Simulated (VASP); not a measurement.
# LiSc2 (R-3m) in VASP: notebook

Runs on LiSc2. Level: PBE. Tasks: single point, relaxation of cell and atoms.

All numbers are computed with VASP 6.6.1; they aren't measurements. Logs are shortened: lines on timing, memory, paths and dates and some standing lists are left out, and cuts for length are marked.

### Step 1. The cell of the first run

Symmetry: R-3m, No. 166, trigonal system. The conventional cell has a = 3.424 Å, b = 3.424 Å, c = 15.511 Å, α = 90.00°, β = 90.00°, γ = 120.00°. Li (site symmetry -3m) has 6 Sc at 2.36 Å within 3.1 Å. Within 3.1 Å of Sc (site symmetry 3m) lie 3 Li at 2.36 Å.

### Step 2. Single point, PBE

Input file INCAR:

```
  PREC = Accurate
  ENCUT = 520
  EDIFF = 1E-6
  ISMEAR = 0
  SIGMA = 0.1
  LREAL = F
  LASPH = T
  NELM = 80
  ALGO = Normal
  ISIF = 2
  LWAVE = F
  LCHARG = T
  GGA = PE
  LELF = T
  LVHAR = T
  NBANDS = 20
```

Input file KPOINTS:

```
regular mesh
0
Gamma
  6 6 6
```

Input file POSCAR:

```
LiSc2
1.0
    1.7118382727      0.9883302875      5.1701894938
   -1.7118382727      0.9883302875      5.1701894938
    0.0000000000     -1.9766605751      5.1701894938
Li Sc
1 2
Direct
    0.0000000000      0.0000000000      0.0000000000
    0.7500000000      0.7500000000      0.7500000000
    0.2500000000      0.2500000000      0.2500000000
```

Potentials or basis: VASP PAW PBE potentials, release 64 (Li_sv, Sc_sv).

On the command line:

```sh
$ cat potpaw_PBE.64/Li_sv/POTCAR potpaw_PBE.64/Sc_sv/POTCAR > POTCAR
$ mpirun -np 1 vasp_std > vasp.out
```

OUTCAR:

```text
PREC = Accurate
   ENCUT = 520
   EDIFF = 1E-6
   ISMEAR = 0
   LREAL = F
   LASPH = T
   NELM = 80
   ISIF = 2
   GGA = PE

 ion  position               nearest neighbor table
   1  0.000  0.000  0.000-   2 2.36   3 2.36   2 2.36   2 2.36   3 2.36   3 2.36
   2  0.750  0.750  0.750-   1 2.36   1 2.36   1 2.36   3 3.25   3 3.25   3 3.25   3 3.25   3 3.25
                             3 3.25
   3  0.250  0.250  0.250-   1 2.36   1 2.36   1 2.36   2 3.25   2 3.25   2 3.25   2 3.25   2 3.25
                             2 3.25

  LATTYP: Found a trigonal (rhomboedric) cell.
 ALAT       =     5.5351645351
 COS(alpha) =     0.8087090652

  Lattice vectors:

 A1 = (   1.7118382727,   0.9883302875,   5.1701894938)
 A2 = (  -1.7118382727,   0.9883302875,   5.1701894938)
 A3 = (   0.0000000000,  -1.9766605751,   5.1701894938)

Analysis of symmetry for initial positions (statically):
=====================================================================
 Subroutine PRICEL returns:
 Original cell was already a primitive cell.

 Routine SETGRP: Setting up the symmetry group for a
 trigonal (rhombohedral) supercell.

 Subroutine GETGRP returns: Found 12 space group operations
 (whereof 12 operations were pure point group operations)
 out of a pool of 12 trial point group operations.

The static configuration has the point symmetry D_3d.

Analysis of symmetry for dynamics (positions and initial velocities):
=====================================================================
 Subroutine PRICEL returns:
 Original cell was already a primitive cell.

 Routine SETGRP: Setting up the symmetry group for a
 trigonal (rhombohedral) supercell.

 Subroutine GETGRP returns: Found 12 space group operations
 (whereof 12 operations were pure point group operations)
 out of a pool of 12 trial point group operations.

The dynamic configuration has the point symmetry D_3d.

 Subroutine INISYM returns: Found 12 space group operations
 (whereof 12 operations are pure point group operations),
 and found     1 'primitive' translations

----------------------------------------------------------------------------------------

                                     Primitive cell

  volume of cell :      52.4835

  direct lattice vectors                    reciprocal lattice vectors
     1.711838273  0.988330287  5.170189494     0.292083667  0.168634584  0.064472169
    -1.711838273  0.988330287  5.170189494    -0.292083667  0.168634584  0.064472169
     0.000000000 -1.976660575  5.170189494     0.000000000 -0.337269168  0.064472169

  length of vectors
     5.535164535  5.535164535  5.535164535     0.343376109  0.343376109  0.343376109

  position of ions in fractional coordinates (direct lattice)
     0.000000000  0.000000000  0.000000000
     0.750000000  0.750000000  0.750000000
     0.250000000  0.250000000  0.250000000

  ion indices of the primitive-cell ions
   primitive index   ion index
                 1           1
                 2           2
                 3           3

----------------------------------------------------------------------------------------

 KPOINTS: regular mesh

Automatic generation of k-mesh.
 Grid dimensions read from file:
 generate k-points for:    6    6    6

 Generating k-lattice:

  Cartesian coordinates                     Fractional coordinates (reciprocal lattice)
     0.048680611  0.028105764  0.010745362     0.166666667 -0.000000000 -0.000000000
    -0.048680611  0.028105764  0.010745362    -0.000000000  0.166666667 -0.000000000
     0.000000000 -0.056211528  0.010745362     0.000000000  0.000000000  0.166666667

  Length of vectors
     0.057229351  0.057229351  0.057229351

  Shift w.r.t. Gamma in fractional coordinates (k-lattice)
     0.000000000  0.000000000  0.000000000

 Subroutine IBZKPT returns following result:
 ===========================================

 Found     32 irreducible k-points:

 Following reciprocal coordinates:
            Coordinates               Weight
  0.000000  0.000000  0.000000      1.000000
  0.166667 -0.000000  0.000000      6.000000
  0.333333 -0.000000 -0.000000      6.000000
  0.500000  0.000000 -0.000000      3.000000
  0.166667  0.166667 -0.000000      6.000000
  0.333333  0.166667 -0.000000     12.000000
[... 16 lines left out ...]
  0.500000  0.500000  0.166667      6.000000
 -0.333333  0.500000  0.166667     12.000000
 [... further k-points ...]
   k-points           NKPTS =     32   k-points in BZ     NKDIM =     32   number of bands    NBANDS=     20
   number of dos      NEDOS =    301   number of ions     NIONS =      3
   total plane-waves  NPLWV =  74088
   dimension x,y,z NGX =    42 NGY =   42 NGZ =   42
   dimension x,y,z NGXF=    84 NGYF=   84 NGZF=   84
   ions per type =               1   2
   NGX,Y,Z   is equivalent  to a cutoff of  12.61, 12.61, 12.61 a.u.
   NGXF,Y,Z  is equivalent  to a cutoff of  25.23, 25.23, 25.23 a.u.
 SYSTEM =  unknown system
   PREC   = accura    normal or accurate (medium, high low for compatibility)
   ISTART =      0    job   : 0-new  1-cont  2-samecut
   ICHARG =      2    charge: 1-file 2-atom 10-const
   ISPIN  =      1    spin polarized calculation?
   LNONCOLLINEAR =      F non collinear calculations
   LSORBIT =      F    spin-orbit coupling
   LASPH  =      T    aspherical Exc in radial PAW
   ENCUT  =  520.0 eV  38.22 Ry    6.18 a.u.  10.29 10.29 10.29*2*pi/ulx,y,z
   NELM   =     80;   NELMIN=  2; NELMDL= -5     # of ELM steps
   EDIFF  = 0.1E-05   stopping-criterion for ELM
   LREAL  =      F    real-space projection
   EDIFFG = 0.1E-04   stopping-criterion for IOM
   NSW    =      0    number of steps for IOM
   IBRION =     -1    ionic relax: 0-MD 1-quasi-New 2-CG
   NFREE  =      0    steps in history (QN), initial steepest desc. (CG)
   ISIF   =      2    stress and relaxation
   ISYM   =      2    0-nonsym 1-usesym 2-fastsym
   POTIM  = 0.5000    time-step for ionic-motion
   TEBEG  =    0.0;   TEEND  =   0.0 temperature during run
   PSTRESS=    0.0 pullay stress
   NELECT =      25.0000    total number of electrons
   NUPDOWN=      -1.0000    fix difference up-down
   EMIN   =  10.00;   EMAX   =-10.00  energy-range for DOS
   EFERMI =   0.00;   METHOD = LEGACY
   ISMEAR =     0;   SIGMA  =   0.10  broadening in eV -4-tet -1-fermi 0-gaus
   EFERMI_NEDOS =   21; number of points for ismear=-14 and -15
   IALGO  =     38    algorithm
   IMIX   =      4    mixing-type and parameters
     AMIX     =   0.40;   BMIX     =  1.00
     AMIX_MAG =   1.60;   BMIX_MAG =  1.00
  volume/ion in A,a.u.               =      17.49       118.06
  Fermi-wavevector in a.u.,A,eV,Ry     =   1.278539  2.416088 22.240927  1.634662
  Thomas-Fermi vector in A             =   2.411076
   LORBIT       =      0    0 simple, 1 ext, 2 COOP (PROOUT), +10 PAW based schemes
   GGA     = PE    functional components
   LHFCALC =     F    Hartree Fock is set to
   AEXX    =    0.0000 exact exchange contribution
   IVDW    =     0    specifies the selected vdW correction
   LEPSILON=     F    determine dielectric tensor
   LRPA    =     F    only Hartree local field effects (RPA)
 non-spin polarized calculation
 Gauss-broadening in eV      SIGMA  =   0.10
  energy-cutoff  :      520.00
  volume of cell :       52.48
 maximum number of plane-waves:      1435
 NGX is ok and might be reduce to    42
   NGX = 21   NGY = 21   NGZ = 21

 number of electron      24.9999999 magnetization

 Free energy of the ion-electron system (eV)
  ---------------------------------------------------
  ext. energy  EPLUGINS =         0.00000000
  ---------------------------------------------------
  free energy    TOTEN  =       -11.36194219 eV

  energy without entropy =      -11.32329901  energy(sigma->0) =      -11.34262060

 E-fermi :   4.3728     XC(G=0): -10.1725

 val. band max:        4.3684819953   @ k =  -0.1667   0.1667   0.0000
 cond. band min:       4.3783893447   @ k =   0.5000   0.0000  -0.0000
 fundamental gap:      0.0099073494
 Fermi energy:         4.3727826642

 k-point     1 :       0.0000    0.0000    0.0000
  band No.  band energies     occupation
      1     -44.8100      2.00000
      2     -44.7255      2.00000
      3     -42.0899      2.00000
      4     -23.6476      2.00000
      5     -23.3560      2.00000
      6     -23.3560      2.00000
[... 12 lines left out ...]
     19       7.1843      0.00000
     20       8.2568      0.00000

 k-point     2 :       0.1667   -0.0000    0.0000
  band No.  band energies     occupation
      1     -44.7956      2.00000
      2     -44.7242      2.00000
      3     -42.0944      2.00000
      4     -23.6179      2.00000
      5     -23.4033      2.00000
      6     -23.3642      2.00000
[... 12 lines left out ...]
     19       7.2997      0.00000
     20       8.0558      0.00000

 k-point     3 :       0.3333   -0.0000   -0.0000
  band No.  band energies     occupation
      1     -44.7637      2.00000
      2     -44.7244      2.00000
      3     -42.1034      2.00000
      4     -23.5388      2.00000
      5     -23.4916      2.00000
      6     -23.4522      2.00000
[... 12 lines left out ...]
     19       7.7462      0.00000
     20       7.8141      0.00000

 k-point     4 :       0.5000    0.0000   -0.0000
  band No.  band energies     occupation
      1     -44.7364      2.00000
      2     -44.7357      2.00000
      3     -42.1081      2.00000
      4     -23.5297      2.00000
      5     -23.5132      2.00000
      6     -23.4403      2.00000
[... 429 lines left out ...]
 k-point    23 :       0.5000    0.5000    0.1667
  band No.  band energies     occupation
      1     -44.7544      2.00000
      2     -44.7337      2.00000
      3     -42.1035      2.00000
      4     -23.5813      2.00000
      5     -23.5532      2.00000
      6     -23.4100      2.00000
[... 12 lines left out ...]
     19       7.9089      0.00000
     20       8.1923      0.00000

 k-point    24 :      -0.3333    0.5000    0.1667
  band No.  band energies     occupation
      1     -44.7412      2.00000
      2     -44.7309      2.00000
      3     -42.1081      2.00000
      4     -23.5867      2.00000
      5     -23.5772      2.00000
      6     -23.4361      2.00000
[... 12 lines left out ...]
     19       8.1650      0.00000
     20       8.2510      0.00000

 [... further k-points ...]

------------------------ aborting loop because EDIFF is reached ----------------------------------------

  FORCE on cell =-STRESS in cart. coord.  units (eV):
  Direction    XX          YY          ZZ          XY          YZ          ZX
  --------------------------------------------------------------------------------------
  -------------------------------------------------------------------------------------
  Total        6.4542810      6.4542810      7.6098742      0.0000000     -0.0000000      0.0000000
  in kB      197.0316105    197.0316105    232.3087208      0.0000000     -0.0000000      0.0000000
  external PRESSURE =     208.7906472 kB  Pullay stress =       0.0000000 kB

 VOLUME and BASIS-vectors are now :
 -----------------------------------------------------------------------------
  energy-cutoff  :      520.00
  volume of cell :       52.48
      direct lattice vectors                 reciprocal lattice vectors
     1.711838273  0.988330287  5.170189494     0.292083667  0.168634584  0.064472169
    -1.711838273  0.988330287  5.170189494    -0.292083667  0.168634584  0.064472169
     0.000000000 -1.976660575  5.170189494     0.000000000 -0.337269168  0.064472169

 POSITION                                       TOTAL-FORCE (eV/Angst)
 -----------------------------------------------------------------------------------
      0.00000      0.00000      0.00000         0.000000     -0.000000     -0.000000
      0.00000     -0.00000     11.63293         0.000000     -0.000000      3.106172
      0.00000     -0.00000      3.87764         0.000000      0.000000     -3.106172
 -----------------------------------------------------------------------------------
    total drift:                               -0.000000      0.000000     -0.000000

  FREE ENERGIE OF THE ION-ELECTRON SYSTEM (eV)
  ---------------------------------------------------
  free  energy   TOTEN  =       -11.3619421889 eV

  energy  without entropy=      -11.3232990085  energy(sigma->0) =      -11.34262060
```

Run time: 88 s. Hardware: 1 thread of Oxide Virtual Turin-like, shared host; peak memory 0.22 GiB.

Results:

- Free energy: -11.3619 eV
- Largest force: 3.106 eV/Å
- Band gap on the k mesh: zero (an odd number of electrons rules out a gap without spin polarisation)

Forces in eV/Å, atoms in the order of the input:
```
Li   0.000  0.000  0.000
Sc   0.000  0.000  3.106
Sc   0.000  0.000 -3.106
```

Caveat: the cutoff is under 1.25 times the usual one of these potentials, so pressure, stress and relaxed cells hold a basis-set (Pulay) error; forces of over 1 eV/Å act on the atoms, so gaps and moduli don't describe the material at rest.

### Step 3. Single point, PBE

This run uses another cell than the first one, of 23.60 Å³/atom.

Input file INCAR:

```
  ALGO = Normal
  EDIFF = 1E-6
  ENCUT = 520
  GGA = PE
  ISIF = 2
  ISMEAR = 0
  LASPH = T
  LCHARG = T
  LELF = T
  LREAL = F
  LVHAR = T
  LWAVE = F
  NBANDS = 20
  NELM = 80
  PREC = Accurate
  SIGMA = 0.1
```

Input file KPOINTS:

```
k-points
0
Gamma
  6 6 6
```

Input file POSCAR:

```
LiSc2
1.0
    1.6205774068      0.9356408020      7.7814157275
   -1.6205774068      0.9356408020      7.7814157275
    0.0000000000     -1.8712816041      7.7814157275
Li Sc
1 2
Direct
    0.0000000000      0.0000000000      0.0000000000
    0.7792382496      0.7792382496      0.7792382496
    0.2207617504      0.2207617504      0.2207617504
```

Potentials or basis: VASP PAW PBE potentials, release 64 (Li_sv, Sc_sv).

On the command line:

```sh
$ cat potpaw_PBE.64/Li_sv/POTCAR potpaw_PBE.64/Sc_sv/POTCAR > POTCAR
$ mpirun -np 1 vasp_std > vasp.out
```

Wall time 5.6 min (1 thread of Oxide Virtual Turin-like, shared host); peak memory 0.43 GiB.

Results (log left out):

```yaml
Free_energy: -14.0461 eV
Largest_force: 0.027 eV/Å
Band_gap_on_the_k_mesh: zero (an odd number of electrons rules out a gap without spin polarisation)
```

Forces in eV/Å, atoms in the order of the input:
```
Li   0.000  0.000  0.000
Sc   0.000  0.000 -0.027
Sc   0.000  0.000  0.027
```

Levels at points of the mesh, in eV from the Fermi level:
| k point | band 8 | band 9 | band 10 | band 11 | band 12 | band 13 | band 14 | band 15 | band 16 | band 17 |
| --- | --- | --- | --- | --- | --- | --- | --- | --- | --- | --- |
| (0.00, 0.00, 0.00) | -27.87 | -27.87 | -4.77 | -2.86 | -1.73 | 0.32 | 1.30 | 1.58 | 1.58 | 1.74 |
| (0.50, 0.00, 0.00) | -27.99 | -27.93 | -1.32 | -1.24 | -0.54 | -0.12 | 0.08 | 1.31 | 1.35 | 1.88 |
| (0.50, 0.50, 0.00) | -27.99 | -27.93 | -1.50 | -1.28 | -0.42 | -0.07 | 0.44 | 1.28 | 1.47 | 1.84 |
| (0.50, 0.50, 0.50) | -27.87 | -27.87 | -4.52 | -3.61 | -1.02 | 0.26 | 1.35 | 1.58 | 1.58 | 1.74 |

Caveat: the k points lie up to 0.38 Å⁻¹ apart, too coarse for converged energies and pressures of a metal; the cutoff is under 1.25 times the usual one of these potentials, so pressure, stress and relaxed cells hold a basis-set (Pulay) error.

(Part 1 of 2 ends here.)

The gap in the log of VASP goes by the Fermi energy; the results here count the filled bands.